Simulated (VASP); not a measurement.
Write the native input for VASP 6.6.1 that does the following.

- Task: single point
- Functional: PBEsol
- Potentials or basis: VASP PAW PBE potentials, release 64 (Mg)
- Cutoff: 520 eV
- k mesh: 19 × 19 × 19
- Occupations: fermi-dirac, width 0.1 eV
- Spin: no spin polarisation
- Dipole correction: no
- Further INCAR settings: ALGO = Normal; EDIFF = 1e-07; NBANDS = 7

The structure of Mg lies in POSCAR:

```
Mg
1.0
   -1.4067880869      1.4067880869      1.4067880869
    1.4067880869     -1.4067880869      1.4067880869
    1.4067880869      1.4067880869     -1.4067880869
Mg
1
Direct
    0.0000000000      0.0000000000      0.0000000000
```

One way to write it, as run:

INCAR

```
SYSTEM = Mg
PREC     = Accurate       ! precision mode
ENCUT    = 520            ! plane-wave cutoff, eV
EDIFF    = 1E-7           ! SCF threshold, eV
ISMEAR   = -1             ! smearing method
SIGMA    = 0.1            ! smearing width, eV
LREAL    = .FALSE.        ! projectors in reciprocal space
LASPH    = .TRUE.         ! aspherical terms in the spheres
NELM     = 60             ! most SCF steps
ALGO     = Normal         ! electronic algorithm
ISIF     = 2              ! what is computed and relaxed
LWAVE    = .FALSE.        ! write WAVECAR
LCHARG   = .FALSE.        ! write CHGCAR
GGA      = PS             ! functional
NBANDS   = 7              ! bands
```

KPOINTS

```
Automatic mesh
0
G
  19 19 19
  0 0 0
```

Potentials or basis: VASP PAW PBE potentials, release 64 (Mg).

The run is started by

```sh
$ cat potpaw_PBE.64/Mg/POTCAR > POTCAR
$ mpirun -np 1 vasp_std > vasp.out
```

Results of the run:

The pressure is 102.7 GPa and the band gap on the k mesh is zero (band 1 reaches 11.09 eV, above the bottom of band 2 at 6.91 eV).

Caveat: the PAW data sets were made with another functional, which shifts forces and pressure a little.

Wall time 24 s on 1 thread of AMD EPYC 7R43 64-Core Processor (Zen 3), on a shared host, peak memory 0.09 GiB.
